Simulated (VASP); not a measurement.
# Ti4S in VASP: further runs

Ti4S is run at these levels: PBE; tasks: single point.

Everything below comes from runs of VASP 6.6.1. Logs are shortened: lines on timing, memory, paths and dates and some standing lists are left out, and cuts for length are marked.

## (1) The cell of the first run

The cell holds a slab with vacuum, 5 atoms: a = 2.908 Å, b = 4.112 Å, c = 19.654 Å, α = 90.00°, β = 90.00°, γ = 90.00°.

## (2) Single point, PBE

INCAR reads:

```
PREC = Accurate
ENCUT = 520
EDIFF = 1E-7
ISMEAR = 0
SIGMA = 0.1
LREAL = False
LASPH = True
NELM = 60
ALGO = Normal
ISIF = 2
LWAVE = False
LCHARG = True
LDIPOL = True
IDIPOL = 3
DIPOL = 0.5 0.5 0.344
GGA = PE
LELF = True
LVHAR = True
LVACPOTAV = True
NBANDS = 35
```

KPOINTS reads:

```
regular mesh
0
Gamma
  9 7 1
```

POSCAR reads:

```
Ti4S
1.0
    2.9075446931      0.0000000000      0.0000000000
    0.0000000000      4.1118891382      0.0000000000
    0.0000000000      0.0000000000     19.6535692527
Ti S
4 1
Direct
    0.5000000000      0.5000000000      0.2035253723
    0.0000000000      0.0000000000      0.2774952618
    0.5000000000      0.5000000000      0.3439484692
    0.0000000000      0.0000000000      0.4148645545
    0.1666666667      0.4000000000      0.4793479679
```

Potentials or basis: VASP PAW PBE potentials, release 64 (Ti_sv, S).

Started as:

```bash
$ cat potpaw_PBE.64/Ti_sv/POTCAR potpaw_PBE.64/S/POTCAR > POTCAR
$ mpirun -np 1 vasp_std > vasp.out
```

OUTCAR:

```text
PREC = Accurate
   ENCUT = 520
   EDIFF = 1E-7
   ISMEAR = 0
   LREAL = False
   LASPH = True
   NELM = 60
   ISIF = 2
   GGA = PE

 ion  position               nearest neighbor table
   1  0.500  0.500  0.204-   3 2.76   2 2.91   2 2.91   2 2.91   2 2.91
   2  0.000  0.000  0.277-   4 2.70   3 2.84   3 2.84   3 2.84   3 2.84   1 2.91   1 2.91   1 2.91
                             1 2.91
   3  0.500  0.500  0.344-   1 2.76   2 2.84   2 2.84   2 2.84   2 2.84   4 2.88   4 2.88   4 2.88
                             4 2.88
   4  0.000  0.000  0.415-   5 2.13   2 2.70   5 2.82   3 2.88   3 2.88   3 2.88   3 2.88
   5  0.167  0.400  0.479-   4 2.13   4 2.82

  LATTYP: Found a simple orthorhombic cell.
 ALAT       =     2.9075446931
 B/A-ratio  =     1.4142135624
 C/A-ratio  =     6.7595071881

  Lattice vectors:

 A1 = (   2.9075446931,   0.0000000000,   0.0000000000)
 A2 = (   0.0000000000,   4.1118891382,   0.0000000000)
 A3 = (   0.0000000000,   0.0000000000,  19.6535692527)

Analysis of symmetry for initial positions (statically):
=====================================================================
 Subroutine PRICEL returns:
 Original cell was already a primitive cell.

 Routine SETGRP: Setting up the symmetry group for a
 simple orthorhombic supercell.

 Subroutine GETGRP returns: Found  1 space group operations
 (whereof  1 operations were pure point group operations)
 out of a pool of  8 trial point group operations.

The static configuration has the point symmetry C_1 .

Analysis of symmetry for dynamics (positions and initial velocities):
=====================================================================
 Subroutine PRICEL returns:
 Original cell was already a primitive cell.

 Routine SETGRP: Setting up the symmetry group for a
 simple orthorhombic supercell.

 Subroutine GETGRP returns: Found  1 space group operations
 (whereof  1 operations were pure point group operations)
 out of a pool of  8 trial point group operations.

The dynamic configuration has the point symmetry C_1 .

 Subroutine INISYM returns: Found  1 space group operations
 (whereof  1 operations are pure point group operations),
 and found     1 'primitive' translations

----------------------------------------------------------------------------------------

                                     Primitive cell

  volume of cell :     234.9683

  direct lattice vectors                    reciprocal lattice vectors
     2.907544693  0.000000000  0.000000000     0.343932804  0.000000000  0.000000000
     0.000000000  4.111889138  0.000000000     0.000000000  0.243197218  0.000000000
     0.000000000  0.000000000 19.653569253     0.000000000  0.000000000  0.050881343

  length of vectors
     2.907544693  4.111889138 19.653569253     0.343932804  0.243197218  0.050881343

  position of ions in fractional coordinates (direct lattice)
     0.500000000  0.500000000  0.203525372
     0.000000000  0.000000000  0.277495262
     0.500000000  0.500000000  0.343948469
     0.000000000  0.000000000  0.414864554
     0.166666667  0.400000000  0.479347968

  ion indices of the primitive-cell ions
   primitive index   ion index
                 1           1
                 2           2
                 3           3
                 4           4
                 5           5

----------------------------------------------------------------------------------------

 KPOINTS: regular mesh

Automatic generation of k-mesh.
 Grid dimensions read from file:
 generate k-points for:    9    7    1

 Generating k-lattice:

  Cartesian coordinates                     Fractional coordinates (reciprocal lattice)
     0.038214756  0.000000000  0.000000000     0.111111111  0.000000000  0.000000000
     0.000000000  0.034742460  0.000000000     0.000000000  0.142857143  0.000000000
     0.000000000  0.000000000  0.050881343     0.000000000  0.000000000  1.000000000

  Length of vectors
     0.038214756  0.034742460  0.050881343

  Shift w.r.t. Gamma in fractional coordinates (k-lattice)
     0.000000000  0.000000000  0.000000000

 Subroutine IBZKPT returns following result:
 ===========================================

 Found     32 irreducible k-points:

 Following reciprocal coordinates:
            Coordinates               Weight
  0.000000  0.000000  0.000000      1.000000
  0.111111  0.000000  0.000000      2.000000
  0.222222  0.000000  0.000000      2.000000
  0.333333  0.000000  0.000000      2.000000
  0.444444  0.000000  0.000000      2.000000
  0.000000  0.142857  0.000000      2.000000
[... 16 lines left out ...]
  0.444444 -0.285714  0.000000      2.000000
  0.000000  0.428571  0.000000      2.000000
 [... further k-points ...]
   k-points           NKPTS =     32   k-points in BZ     NKDIM =     32   number of bands    NBANDS=     35
   number of dos      NEDOS =    301   number of ions     NIONS =      5
   total plane-waves  NPLWV = 115200
   dimension x,y,z NGX =    24 NGY =   32 NGZ =  150
   dimension x,y,z NGXF=    48 NGYF=   64 NGZF=  300
   ions per type =               4   1
   NGX,Y,Z   is equivalent  to a cutoff of  13.72, 12.94, 12.69 a.u.
   NGXF,Y,Z  is equivalent  to a cutoff of  27.45, 25.88, 25.38 a.u.
 SYSTEM =  unknown system
   PREC   = accura    normal or accurate (medium, high low for compatibility)
   ISTART =      0    job   : 0-new  1-cont  2-samecut
   ICHARG =      2    charge: 1-file 2-atom 10-const
   ISPIN  =      1    spin polarized calculation?
   LNONCOLLINEAR =      F non collinear calculations
   LSORBIT =      F    spin-orbit coupling
   LASPH  =      T    aspherical Exc in radial PAW
   ENCUT  =  520.0 eV  38.22 Ry    6.18 a.u.   5.41  7.65 36.54*2*pi/ulx,y,z
   NELM   =     60;   NELMIN=  2; NELMDL= -5     # of ELM steps
   EDIFF  = 0.1E-06   stopping-criterion for ELM
   LREAL  =      F    real-space projection
   EDIFFG = 0.1E-05   stopping-criterion for IOM
   NSW    =      0    number of steps for IOM
   IBRION =     -1    ionic relax: 0-MD 1-quasi-New 2-CG
   NFREE  =      0    steps in history (QN), initial steepest desc. (CG)
   ISIF   =      2    stress and relaxation
   ISYM   =      2    0-nonsym 1-usesym 2-fastsym
   POTIM  = 0.5000    time-step for ionic-motion
   TEBEG  =    0.0;   TEEND  =   0.0 temperature during run
   PSTRESS=    0.0 pullay stress
   NELECT =      54.0000    total number of electrons
   NUPDOWN=      -1.0000    fix difference up-down
   EMIN   =  10.00;   EMAX   =-10.00  energy-range for DOS
   EFERMI =   0.00;   METHOD = LEGACY
   ISMEAR =     0;   SIGMA  =   0.10  broadening in eV -4-tet -1-fermi 0-gaus
   EFERMI_NEDOS =   21; number of points for ismear=-14 and -15
   IALGO  =     38    algorithm
   IMIX   =      4    mixing-type and parameters
     AMIX     =   0.40;   BMIX     =  1.00
     AMIX_MAG =   1.60;   BMIX_MAG =  1.00
  volume/ion in A,a.u.               =      46.99       317.13
  Fermi-wavevector in a.u.,A,eV,Ry     =   1.002774  1.894968 13.681412  1.005555
  Thomas-Fermi vector in A             =   2.135283
   LORBIT       =      0    0 simple, 1 ext, 2 COOP (PROOUT), +10 PAW based schemes
   GGA     = PE    functional components
   LHFCALC =     F    Hartree Fock is set to
   AEXX    =    0.0000 exact exchange contribution
   IVDW    =     0    specifies the selected vdW correction
   LEPSILON=     F    determine dielectric tensor
   LRPA    =     F    only Hartree local field effects (RPA)
 non-spin polarized calculation
 Gauss-broadening in eV      SIGMA  =   0.10
  energy-cutoff  :      520.00
  volume of cell :      234.97
 maximum number of plane-waves:      6369
 NGX is ok and might be reduce to    24
   NGX = 11   NGY = 15   NGZ = 73

 dipolmoment           0.000000      0.000000     -0.193251 electrons x Angstroem

 number of electron      54.0000014 magnetization

 dipolmoment           0.000000      0.000000      0.091140 electrons x Angstroem

 Free energy of the ion-electron system (eV)
  ---------------------------------------------------
  ext. energy  EPLUGINS =         0.00000000
  ---------------------------------------------------
  free energy    TOTEN  =       -34.40499545 eV

  energy without entropy =      -34.36706742  energy(sigma->0) =      -34.38603144

 E-fermi :   0.5201     XC(G=0):  -5.0198

 val. band max:        0.5005054569   @ k =   0.2222   0.4286   0.0000
 cond. band min:       0.5231209881   @ k =   0.3333   0.0000   0.0000
 fundamental gap:      0.0226155311
 Fermi energy:         0.5200599025

 k-point     1 :       0.0000    0.0000    0.0000
  band No.  band energies     occupation
      1     -56.5078      2.00000
      2     -56.3784      2.00000
      3     -56.1856      2.00000
      4     -56.0664      2.00000
      5     -32.9287      2.00000
      6     -32.8667      2.00000
[... 27 lines left out ...]
     34       2.2579      0.00000
     35       2.3793      0.00000

 k-point     2 :       0.1111    0.0000    0.0000
  band No.  band energies     occupation
      1     -56.5026      2.00000
      2     -56.3722      2.00000
      3     -56.1801      2.00000
      4     -56.0644      2.00000
      5     -32.9259      2.00000
      6     -32.8505      2.00000
[... 27 lines left out ...]
     34       2.2840      0.00000
     35       2.3703      0.00000

 k-point     3 :       0.2222    0.0000    0.0000
  band No.  band energies     occupation
      1     -56.4895      2.00000
      2     -56.3566      2.00000
      3     -56.1661      2.00000
      4     -56.0597      2.00000
      5     -32.9206      2.00000
      6     -32.8089      2.00000
[... 27 lines left out ...]
     34       2.2319      0.00000
     35       2.2784      0.00000
[... 723 lines left out ...]
 k-point    23 :       0.4444   -0.2857    0.0000
  band No.  band energies     occupation
      1     -56.4645      2.00000
      2     -56.3263      2.00000
      3     -56.1373      2.00000
      4     -56.0530      2.00000
      5     -32.9023      2.00000
      6     -32.8447      2.00000
[... 27 lines left out ...]
     34       2.1982      0.00000
     35       2.6606      0.00000

 k-point    24 :       0.0000    0.4286    0.0000
  band No.  band energies     occupation
      1     -56.5031      2.00000
      2     -56.3662      2.00000
      3     -56.1774      2.00000
      4     -56.0909      2.00000
      5     -32.9840      2.00000
      6     -32.8729      2.00000
[... 27 lines left out ...]
     34       2.0446      0.00000
     35       2.1243      0.00000

 [... further k-points ...]

------------------------ aborting loop because EDIFF is reached ----------------------------------------

  FORCE on cell =-STRESS in cart. coord.  units (eV):
  Direction    XX          YY          ZZ          XY          YZ          ZX
  --------------------------------------------------------------------------------------
  -------------------------------------------------------------------------------------
  Total        2.5956445     -0.2759455     -0.0343268      2.0281437      3.6075215      1.5504693
  in kB       17.6989117     -1.8815886     -0.2340640     13.8292964     24.5985936     10.5721793
  external PRESSURE =       5.1944197 kB  Pullay stress =       0.0000000 kB

 VOLUME and BASIS-vectors are now :
 -----------------------------------------------------------------------------
  energy-cutoff  :      520.00
  volume of cell :      234.97
      direct lattice vectors                 reciprocal lattice vectors
     2.907544693  0.000000000  0.000000000     0.343932804  0.000000000  0.000000000
     0.000000000  4.111889138  0.000000000     0.000000000  0.243197218  0.000000000
     0.000000000  0.000000000 19.653569253     0.000000000  0.000000000  0.050881343

 POSITION                                       TOTAL-FORCE (eV/Angst)
 -----------------------------------------------------------------------------------
      1.45377      2.05594      4.00000        -0.038413     -0.031680      0.292281
      0.00000      0.00000      5.45377        -0.027105     -0.024262     -0.504301
      1.45377      2.05594      6.75982        -0.141797     -0.255250      0.110335
      0.00000      0.00000      8.15357        -0.676474     -2.098898      0.102025
      0.48459      1.64476      9.42090         0.883789      2.410090     -0.000340
 -----------------------------------------------------------------------------------
    total drift:                               -0.000016     -0.000072      0.001417

  FREE ENERGIE OF THE ION-ELECTRON SYSTEM (eV)
  ---------------------------------------------------
  free  energy   TOTEN  =       -34.4049954517 eV

  energy  without entropy=      -34.3670674234  energy(sigma->0) =      -34.38603144

 vacuum level on the upper side and lower side of the slab         5.197         3.817
```

Run time: 8.4 min. Hardware: 1 thread of Intel Xeon Platinum 8259CL at 2.50GHz (Skylake/Cascade Lake), shared host; peak memory 0.45 GiB.

What came out:

- Free energy: -34.4050 eV
- Largest force: 2.567 eV/Å
- Band gap on the k mesh: zero (band 27 reaches 0.79 eV, above the bottom of band 28 at 0.32 eV)

Forces on the atoms (eV/Å):
```
Ti  -0.038 -0.032  0.292
Ti  -0.027 -0.024 -0.504
Ti  -0.142 -0.255  0.110
Ti  -0.676 -2.099  0.102
S    0.884  2.410  0.000
```

## (3) Single point, PBE

INCAR reads:

```
ALGO = Normal ; DIPOL = 0.5 0.5 0.346
EDIFF = 1E-6 ; ENCUT = 520
GGA = PE ; IDIPOL = 3
ISIF = 2 ; ISMEAR = 0
LASPH = True ; LCHARG = False
LDIPOL = True ; LREAL = False
LWAVE = False ; NBANDS = 35
NELM = 100 ; PREC = Accurate
SIGMA = 0.1
```

KPOINTS reads:

```
k-points
0
Gamma
  9 7 1
```

Edit POSCAR of step 2 so:

```diff
@@ -12,2 +12,2 @@
     0.0000000000      0.0000000000      0.4148645545
-    0.1666666667      0.4000000000      0.4793479679
+    0.3333333333      0.3000000000      0.4898674389
```

Potentials or basis: VASP PAW PBE potentials, release 64 (Ti_sv, S).

Started as:

```bash
$ cat potpaw_PBE.64/Ti_sv/POTCAR potpaw_PBE.64/S/POTCAR > POTCAR
$ mpirun -np 1 vasp_std > vasp.out
```

OUTCAR:

```text
EDIFF = 1E-6
   ENCUT = 520
   GGA = PE
   ISIF = 2
   ISMEAR = 0
   LASPH = True
   LREAL = False
   NELM = 100
   PREC = Accurate

 ion  position               nearest neighbor table
   1  0.500  0.500  0.204-   3 2.76   2 2.91   2 2.91   2 2.91   2 2.91
   2  0.000  0.000  0.277-   4 2.70   3 2.84   3 2.84   3 2.84   3 2.84   1 2.91   1 2.91   1 2.91
                             1 2.91
   3  0.500  0.500  0.344-   1 2.76   2 2.84   2 2.84   2 2.84   2 2.84   4 2.88   4 2.88   4 2.88
                             4 2.88
   4  0.000  0.000  0.415-   5 2.15   2 2.70   5 2.73   3 2.88   3 2.88   3 2.88   3 2.88
   5  0.333  0.300  0.490-   4 2.15   4 2.73

  LATTYP: Found a simple orthorhombic cell.
 ALAT       =     2.9075446931
 B/A-ratio  =     1.4142135624
 C/A-ratio  =     6.7595071881

  Lattice vectors:

 A1 = (   2.9075446931,   0.0000000000,   0.0000000000)
 A2 = (   0.0000000000,   4.1118891382,   0.0000000000)
 A3 = (   0.0000000000,   0.0000000000,  19.6535692527)

Analysis of symmetry for initial positions (statically):
=====================================================================
 Subroutine PRICEL returns:
 Original cell was already a primitive cell.

 Routine SETGRP: Setting up the symmetry group for a
 simple orthorhombic supercell.

 Subroutine GETGRP returns: Found  1 space group operations
 (whereof  1 operations were pure point group operations)
 out of a pool of  8 trial point group operations.

The static configuration has the point symmetry C_1 .

Analysis of symmetry for dynamics (positions and initial velocities):
=====================================================================
 Subroutine PRICEL returns:
 Original cell was already a primitive cell.

 Routine SETGRP: Setting up the symmetry group for a
 simple orthorhombic supercell.

 Subroutine GETGRP returns: Found  1 space group operations
 (whereof  1 operations were pure point group operations)
[... 135 lines left out ...]
   AEXX    =    0.0000 exact exchange contribution
   IVDW    =     0    specifies the selected vdW correction
   LEPSILON=     F    determine dielectric tensor
   LRPA    =     F    only Hartree local field effects (RPA)
 non-spin polarized calculation
 Gauss-broadening in eV      SIGMA  =   0.10
  energy-cutoff  :      520.00
  volume of cell :      234.97
 maximum number of plane-waves:      6369
 NGX is ok and might be reduce to    24
   NGX = 11   NGY = 15   NGZ = 73

 dipolmoment           0.000000      0.000000     -0.192333 electrons x Angstroem

 number of electron      54.0000014 magnetization

 dipolmoment           0.000000      0.000000      0.121569 electrons x Angstroem

 Free energy of the ion-electron system (eV)
  ---------------------------------------------------
  ext. energy  EPLUGINS =         0.00000000
  ---------------------------------------------------
  free energy    TOTEN  =       -34.36496441 eV

  energy without entropy =      -34.32958113  energy(sigma->0) =      -34.34727277

 E-fermi :   0.3324     XC(G=0):  -5.0682

 val. band max:        0.3294724224   @ k =   0.2222   0.1429   0.0000
 cond. band min:       0.3412085823   @ k =   0.3333  -0.1429   0.0000
 fundamental gap:      0.0117361599
 Fermi energy:         0.3323659797

 k-point     1 :       0.0000    0.0000    0.0000
  band No.  band energies     occupation
      1     -56.6703      2.00000
      2     -56.5867      2.00000
      3     -56.3271      2.00000
      4     -56.2233      2.00000
      5     -33.0943      2.00000
      6     -33.0358      2.00000
[... 901 lines left out ...]
     34       1.8929      0.00000
     35       2.0401      0.00000

 [... further k-points ...]

------------------------ aborting loop because EDIFF is reached ----------------------------------------

 vacuum level on the upper side and lower side of the slab       (xc-potential included)         0.885        -0.971

  FORCE on cell =-STRESS in cart. coord.  units (eV):
  Direction    XX          YY          ZZ          XY          YZ          ZX
  --------------------------------------------------------------------------------------
  -------------------------------------------------------------------------------------
  Total        2.7859943     -1.8283777      0.2363917      1.3897988      2.1561590      2.4674448
  in kB       18.9968493    -12.4671523      1.6118829      9.4766161     14.7021933     16.8247567
  external PRESSURE =       2.7138600 kB  Pullay stress =       0.0000000 kB

 VOLUME and BASIS-vectors are now :
 -----------------------------------------------------------------------------
  energy-cutoff  :      520.00
  volume of cell :      234.97
      direct lattice vectors                 reciprocal lattice vectors
     2.907544693  0.000000000  0.000000000     0.343932804  0.000000000  0.000000000
     0.000000000  4.111889138  0.000000000     0.000000000  0.243197218  0.000000000
     0.000000000  0.000000000 19.653569253     0.000000000  0.000000000  0.050881343

 POSITION                                       TOTAL-FORCE (eV/Angst)
 -----------------------------------------------------------------------------------
      1.45377      2.05594      4.00000        -0.068283      0.000272      0.286175
      0.00000      0.00000      5.45377         0.001199     -0.063150     -0.359480
      1.45377      2.05594      6.75982        -0.142952     -0.354005     -0.344473
      0.00000      0.00000      8.15357        -1.138422     -0.596635      0.418100
      0.96918      1.23357      9.62764         1.348457      1.013517     -0.000322
 -----------------------------------------------------------------------------------
    total drift:                               -0.000048      0.000105      0.001325

  FREE ENERGIE OF THE ION-ELECTRON SYSTEM (eV)
  ---------------------------------------------------
  free  energy   TOTEN  =       -34.3649644120 eV

  energy  without entropy=      -34.3295811339  energy(sigma->0) =      -34.34727277

 vacuum level on the upper side and lower side of the slab         5.462         3.517
```

Run time: 7.2 min. Hardware: 1 thread of Intel Xeon Platinum 8259CL at 2.50GHz (Skylake/Cascade Lake), shared host; peak memory 0.45 GiB.

Results:

```
Free energy            : -34.3650 eV
Largest force          : 1.687 eV/Å
Band gap on the k mesh : zero (band 27 reaches 0.69 eV, above the bottom of band 28 at 0.07 eV)
```

Forces on the atoms (eV/Å):
```
Ti  -0.068  0.000  0.286
Ti   0.001 -0.063 -0.359
Ti  -0.143 -0.354 -0.344
Ti  -1.138 -0.597  0.418
S    1.348  1.014  0.000
```

[end of part 1 of 2]
